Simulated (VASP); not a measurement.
# Re (P6_3/mmc) in VASP: further runs, part 3 of 3

VASP 6.6.1.

### 4 Relaxation of cell and atoms, PBEsol

This run uses another cell than the first one, of 14.71 Å³/atom.

INCAR reads:

```
PREC     = Accurate       # precision mode
ENCUT    = 600            # plane-wave cutoff, eV
EDIFF    = 1E-6           # SCF threshold, eV
ISMEAR   = 0              # smearing method
SIGMA    = 0.1            # smearing width, eV
LREAL    = F              # projectors in reciprocal space
LASPH    = T              # aspherical terms in the spheres
NELM     = 100            # most SCF steps
ALGO     = Normal         # electronic algorithm
ISIF     = 3              # what is computed and relaxed
LWAVE    = F              # write WAVECAR
LCHARG   = F              # write CHGCAR
GGA      = PS             # functional
IBRION   = 2              # ionic algorithm
NSW      = 80             # ionic steps
EDIFFG   = -0.05          # ionic threshold
```

KPOINTS reads:

```
regular mesh
0
Gamma
  13 13 7
```

POSCAR reads:

```
Re
1.0
    2.7608000000      0.0000000000      0.0000000000
   -1.3804000000      2.3909230000      0.0000000000
    0.0000000000      0.0000000000      4.4582000000
Re
2
Direct
    0.3333333333      0.6666666667      0.2500000000
    0.6666666667      0.3333333333      0.7500000000
```

Potentials or basis: VASP PAW PBE potentials, release 64 (Re).

Run with:

```console
$ cat potpaw_PBE.64/Re/POTCAR > POTCAR
$ mpirun -np 1 vasp_std > vasp.out
```

OUTCAR:

```text
PREC = Accurate
   ENCUT = 600
   EDIFF = 1E-6
   ISMEAR = 0
   LREAL = F
   LASPH = T
   NELM = 100
   ISIF = 3
   GGA = PS
   IBRION = 2
   NSW = 80
   EDIFFG = -0.05

 ion  position               nearest neighbor table
   1  0.333  0.667  0.250-   2 2.74   2 2.74   2 2.74   2 2.74   2 2.74   2 2.74
   2  0.667  0.333  0.750-   1 2.74   1 2.74   1 2.74   1 2.74   1 2.74   1 2.74

  LATTYP: Found a hexagonal cell.
 ALAT       =     2.7608000000
 C/A-ratio  =     1.6148217908

  Lattice vectors:

 A1 = (   2.7608000000,   0.0000000000,   0.0000000000)
 A2 = (  -1.3804000000,   2.3909230000,   0.0000000000)
 A3 = (   0.0000000000,   0.0000000000,   4.4582000000)

Analysis of symmetry for initial positions (statically):
=====================================================================
 Subroutine PRICEL returns:
 Original cell was already a primitive cell.

 Routine SETGRP: Setting up the symmetry group for a
 hexagonal supercell.

 Subroutine GETGRP returns: Found 24 space group operations
 (whereof 12 operations were pure point group operations)
 out of a pool of 24 trial point group operations.

The static configuration has the point symmetry D_3d.
 The point group associated with its full space group is D_6h.

Analysis of symmetry for dynamics (positions and initial velocities):
=====================================================================
 Subroutine PRICEL returns:
 Original cell was already a primitive cell.

 Routine SETGRP: Setting up the symmetry group for a
 hexagonal supercell.

 Subroutine GETGRP returns: Found 24 space group operations
 (whereof 12 operations were pure point group operations)
 out of a pool of 24 trial point group operations.

The dynamic configuration has the point symmetry D_3d.
 The point group associated with its full space group is D_6h.

 Subroutine INISYM returns: Found 24 space group operations
[... 137 lines left out ...]
--------------------------------------- Ionic step        1  -------------------------------------------

 number of electron      14.0000000 magnetization

 Free energy of the ion-electron system (eV)
  ---------------------------------------------------
  ext. energy  EPLUGINS =         0.00000000
  ---------------------------------------------------
  free energy    TOTEN  =       -26.73867182 eV

  energy without entropy =      -26.73042342  energy(sigma->0) =      -26.73454762

------------------------ aborting loop because EDIFF is reached ----------------------------------------

  FORCE on cell =-STRESS in cart. coord.  units (eV):
  Direction    XX          YY          ZZ          XY          YZ          ZX
  --------------------------------------------------------------------------------------
  -------------------------------------------------------------------------------------
  Total       -0.7321221     -0.7321222     -0.8954593      0.0000000     -0.0000000      0.0000000
  in kB      -39.8597010    -39.8597032    -48.7524367      0.0000000     -0.0000000      0.0000000
  external PRESSURE =     -42.8239470 kB  Pullay stress =       0.0000000 kB
[... 59 lines left out ...]
--------------------------------------- Ionic step        3  -------------------------------------------

 number of electron      14.0000000 magnetization

 Free energy of the ion-electron system (eV)
  ---------------------------------------------------
  ext. energy  EPLUGINS =         0.00000000
  ---------------------------------------------------
  free energy    TOTEN  =       -26.74307695 eV

  energy without entropy =      -26.73494533  energy(sigma->0) =      -26.73901114

 E-fermi :   7.8255     XC(G=0): -13.8772

 val. band max:        7.8225621973   @ k =   0.0000   0.0000   0.1429
 cond. band min:       7.8452216680   @ k =   0.1538   0.0769   0.0000
 fundamental gap:      0.0226594707
 Fermi energy:         7.8255191528

 k-point     1 :       0.0000    0.0000    0.0000
  band No.  band energies     occupation
      1      -2.1227      2.00000
      2       1.1307      2.00000
      3       6.2370      2.00000
      4       6.2370      2.00000
      5       6.2529      2.00000
      6       7.0940      2.00000
      7       7.0940      2.00000
      8       8.0353      0.00301
      9       8.0353      0.00301
     10       8.4956      0.00000
     11      11.2765      0.00000
[... 309 lines left out ...]
 k-point    24 :       0.1538    0.0000    0.1429
  band No.  band energies     occupation
      1      -0.9625      2.00000
      2       1.9960      2.00000
      3       5.1469      2.00000
      4       5.5083      2.00000
      5       6.2993      2.00000
      6       6.8061      2.00000
      7       7.1324      2.00000
      8       7.6427      1.99027
      9       8.0875      0.00021
     10       8.2474      0.00000
     11      11.6221      0.00000

 [... further k-points ...]

------------------------ aborting loop because EDIFF is reached ----------------------------------------

  FORCE on cell =-STRESS in cart. coord.  units (eV):
  Direction    XX          YY          ZZ          XY          YZ          ZX
  --------------------------------------------------------------------------------------
  -------------------------------------------------------------------------------------
  Total        0.0227810      0.0227810     -0.0705250     -0.0000000      0.0000000     -0.0000000
  in kB        1.2537160      1.2537160     -3.8812350     -0.0000000      0.0000000     -0.0000000
  external PRESSURE =      -0.4579343 kB  Pullay stress =       0.0000000 kB
[... 17 lines left out ...]
  FREE ENERGIE OF THE ION-ELECTRON SYSTEM (eV)
  ---------------------------------------------------
  free  energy   TOTEN  =       -26.7430769493 eV

  energy  without entropy=      -26.7349453318  energy(sigma->0) =      -26.73901114

 reached required accuracy - stopping structural energy minimisation
```

OSZICAR:

```text
N       E                     dE             d eps       ncg     rms          rms(c)
DAV:   1     0.334793648640E+02    0.33479E+02   -0.74198E+03  3229   0.172E+03
DAV:   2    -0.204526327036E+02   -0.53932E+02   -0.46238E+02  2890   0.322E+02
DAV:   3    -0.278012036976E+02   -0.73486E+01   -0.58763E+01  3099   0.301E+02
[... 21 lines left out ...]
DAV:   3    -0.267428791791E+02    0.13454E-01   -0.32569E-02  3109   0.644E+00    0.333E-01
DAV:   4    -0.267430067003E+02   -0.12752E-03   -0.50637E-04  3439   0.270E-01    0.104E-01
DAV:   5    -0.267430625194E+02   -0.55819E-04   -0.22996E-04  3539   0.410E-01    0.367E-02
DAV:   6    -0.267430764153E+02   -0.13896E-04   -0.15232E-05  3232   0.113E-01    0.597E-03
DAV:   7    -0.267430769493E+02   -0.53403E-06   -0.17909E-07  1278   0.273E-02
   3 F= -.26743077E+02 E0= -.26739011E+02  d E =-.440513E-02
```

Wall time 83 s (1 thread of Intel Xeon 8259CL, shared host); peak memory 0.19 GiB.

Results:

- Free energy: -26.7431 eV
- Relaxed volume: 14.56 Å³/atom
- Relaxed cell: a = 2.752 Å, b = 2.752 Å, c = 4.440 Å, α = 90.00°, β = 90.00°, γ = 120.00°
- Space group after relaxing (to 0.1 Å): P6_3/mmc (No. 194)
- Energy gained by relaxing: 2.2 meV/atom
- Ionic steps: 3
- Pressure after relaxing: 0.0 GPa
- Band gap on the k mesh: zero (bands 7 and 8 overlap by 2.84 eV)

Step by step:
```csv
step,energy change (eV),largest force (eV/Å),pressure (GPa),volume (Å³)
1,0.0000,0.0000,-4.28,29.43
2,0.0776,0.0000,20.68,27.78
3,-0.0044,0.0000,-0.05,29.11
```

Final structure:
```
Re
1.0
     2.75159    0.00000    0.00000
    -1.37580    2.38295    0.00000
     0.00000    0.00000    4.44002
Re
2
Cartesian
  0.0000 1.5886 1.1100
  1.3758 0.7943 3.3300
```

Caveat: the PAW data sets were made with another functional, which shifts forces and pressure a little; spin-orbit coupling is left out, which moves the levels of the heavy elements.

### 5 Relaxation of cell and atoms, PBEsol, target pressure 2 GPa, at which the enthalpy is minimised

This run uses another cell than the first one, of 14.71 Å³/atom.

INCAR reads:

```
SYSTEM = Re
  PREC = Accurate
  ENCUT = 600
  EDIFF = 1E-6
  ISMEAR = 0
  SIGMA = 0.1
  LREAL = .False.
  LASPH = .True.
  NELM = 60
  ALGO = Normal
  ISIF = 3
  LWAVE = .False.
  LCHARG = .False.
  GGA = PS
  IBRION = 2
  NSW = 80
  EDIFFG = -0.05
  PSTRESS = 20.0
```

KPOINTS reads:

```
regular mesh
0
Gamma
  13 13 7
  0 0 0
```

POSCAR is that of step 4.

Run with:

```console
$ cat potpaw_PBE.64/Re/POTCAR > POTCAR
$ mpirun -np 1 vasp_std > vasp.out
```

Run time: 82 s. Hardware: 1 thread of Intel Xeon 8259CL, shared host; peak memory 0.19 GiB.

It converged, with:

- Free energy: -26.7424 eV
- Relaxed volume: 14.49 Å³/atom
- Relaxed cell: a = 2.747 Å, b = 2.747 Å, c = 4.433 Å, α = 90.00°, β = 90.00°, γ = 120.00°
- Space group after relaxing (to 0.1 Å): P6_3/mmc (No. 194)
- Energy change on relaxing (the run minimises the enthalpy): -1.8 meV/atom
- Ionic steps: 3
- Pressure after relaxing: 1.8 GPa
- Band gap on the k mesh: zero (bands 7 and 8 overlap by 2.86 eV)

Stress tensor (GPa, compression positive):
```
2.00 0.00 0.00
0.00 2.00 0.00
0.00 0.00 1.47
```

Step by step:
| step | energy change (eV) | largest force (eV/Å) | pressure (GPa) | volume (Å³) |
| --- | --- | --- | --- | --- |
| 1 | 0.0000 | 0.0000 | -4.28 | 29.43 |
| 2 | 0.2062 | 0.0000 | 34.83 | 27.04 |
| 3 | -0.0037 | 0.0000 | 1.82 | 28.98 |

Final structure:
```
CELL_PARAMETERS angstrom
2.74733 0.00000 0.00000
-1.37366 2.37926 0.00000
0.00000 0.00000 4.43321
ATOMIC_POSITIONS crystal
Re 0.33333 0.66667 0.25000
Re 0.66667 0.33333 0.75000
```

Levels at points of the mesh, in eV from the Fermi level:
```
           k point  band 5  band 6  band 7  band 8  band 9  band 10
(0.00, 0.00, 0.00)   -1.59   -0.74   -0.74    0.21    0.21     0.68
```

Caveat: the cell is relaxed towards a set pressure, so the run minimises the enthalpy, not the energy; the PAW data sets were made with another functional, which shifts forces and pressure a little; spin-orbit coupling is left out, which moves the levels of the heavy elements.

### 6 Summary

| task | cell | cutoff (eV) | gap on the mesh (eV) | pressure (GPa) |
| --- | --- | --- | --- | --- |
| single point | a = 2.747, b = 2.747, c = 4.429 Å, angles 90.0, 90.0, 120.0°, 2 atoms | 520 | none | 2.1 |
| relaxation of cell and atoms | relaxed to -2 GPa from a = 2.761, b = 2.761, c = 4.458 Å, angles 90.0, 90.0, 120.0°, 2 atoms | 600 | none | -2.0 |
| relaxation of cell and atoms | relaxed from a = 2.761, b = 2.761, c = 4.458 Å, angles 90.0, 90.0, 120.0°, 2 atoms | 600 | none | 0.0 |
| relaxation of cell and atoms | relaxed to 2 GPa from a = 2.761, b = 2.761, c = 4.458 Å, angles 90.0, 90.0, 120.0°, 2 atoms | 600 | none | 1.8 |

Alike in all rows: level PBEsol; potentials or basis VASP PAW PBE potentials, release 64 (Re); no spin polarisation; k mesh 13 × 13 × 7; smearing gaussian 0.1 eV.

Caveats: the PAW data sets were made with another functional, which shifts forces and pressure a little; spin-orbit coupling is left out, which moves the levels of the heavy elements; the cell is relaxed towards a set pressure, so the run minimises the enthalpy, not the energy (at least some runs).

Absolute energies hang on the potentials; compare differences alone.
